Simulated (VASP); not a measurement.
Write the native input for VASP 6.6.1 that does the following.

```
Task                   : single point
Functional             : LDA
Potentials or basis    : VASP PAW LDA potentials, release 64 (Zr_sv)
Cutoff                 : 520 eV
k mesh                 : 13 × 13 × 4
Occupations            : fermi-dirac, width 0.1 eV
Spin                   : no spin polarisation
Dipole correction      : no
Further INCAR settings : ALGO = Normal; EDIFF = 1e-06; NBANDS = 32
```

The structure of Zr lies in POSCAR:

```
Zr
1.0
    2.9960977285      0.0000000000      0.0000000000
   -1.4980488643      2.5946967451      0.0000000000
    0.0000000000      0.0000000000      9.8482471186
Zr
4
Direct
    0.0000000000      1.0000000000      0.0000000000
    0.0000000000      1.0000000000      0.5000000000
    0.3333333333      0.6666666667      0.2500000000
    0.6666666667      0.3333333333      0.7500000000
```

These files were run (other wordings do the same):

INCAR

```
PREC = Accurate
ENCUT = 520
EDIFF = 1E-6
ISMEAR = -1
SIGMA = 0.1
LREAL = F
LASPH = T
NELM = 60
ALGO = Normal
ISIF = 2
LWAVE = F
LCHARG = F
GGA = CA
NBANDS = 32
```

KPOINTS

```
regular mesh
0
Gamma
  13 13 4
```

Potentials or basis: VASP PAW LDA potentials, release 64 (Zr_sv).

Launch:

```console
$ cat potpaw_LDA.64/Zr_sv/POTCAR > POTCAR
$ mpirun -np 1 vasp_std > vasp.out
```

Results of the run:

```json
{"Pressure": "16.1 GPa", "Band gap on the k mesh": "zero (bands 24 and 25 overlap by 1.53 eV)"}
```

Caveat: the cell stands under pressure.

Run time: 120 s on 1 thread of Intel(R) Xeon(R) Platinum 8488C (Sapphire Rapids), on a shared host, peak memory 0.24 GiB.
